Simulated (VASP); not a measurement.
## BaS: vibrations by perturbation theory with PBEsol

Crystal: BaS.

```
CELL_PARAMETERS angstrom
0.00000 3.16700 3.16700
3.16700 0.00000 3.16700
3.16700 3.16700 0.00000
ATOMIC_POSITIONS crystal
Ba 0.00000 0.00000 0.00000
S 0.50000 0.50000 0.50000
```

```json
{
 "Program": "VASP 6.6.1",
 "Task": "vibrations by perturbation theory",
 "Functional": "PBEsol",
 "Potentials or basis": "VASP PAW PBE potentials, release 64 (Ba_sv, S)",
 "Cutoff": "520 eV",
 "k mesh": "6 × 6 × 6",
 "Occupations": "gaussian, width 0.01 eV",
 "Spin": "no spin polarisation",
 "Dipole correction": "no",
 "Further INCAR settings": "ALGO = Normal; EDIFF = 1e-08; NBANDS = 15; IBRION = 8; NSW = 1"
}
```

* Electronic dielectric tensor (diagonal): 5.16
* Born charges (mean of the diagonal): Ba +2.64; S -2.64 e
* Highest phonon frequency at Γ, LO-TO splitting left out: 151 cm⁻¹

Phonon frequencies in cm⁻¹ (negative: imaginary):
```tsv
q point	frequencies
(0.000, 0.000, 0.000)	0 0 0 151 151 151
```

Electronic dielectric tensor:
```
5.16 0.00 0.00
0.00 5.16 0.00
0.00 0.00 5.16
```

Born effective charge tensors (e):
atom 1, Ba
```
2.64 0.00 0.00
0.00 2.64 0.00
0.00 0.00 2.64
```
atom 2, S
```
-2.64  0.00  0.00
 0.00 -2.64  0.00
 0.00  0.00 -2.64
```

Wall time 14 min on 1 thread of AMD EPYC 7R13, with other jobs on the host, peak memory 0.26 GiB.
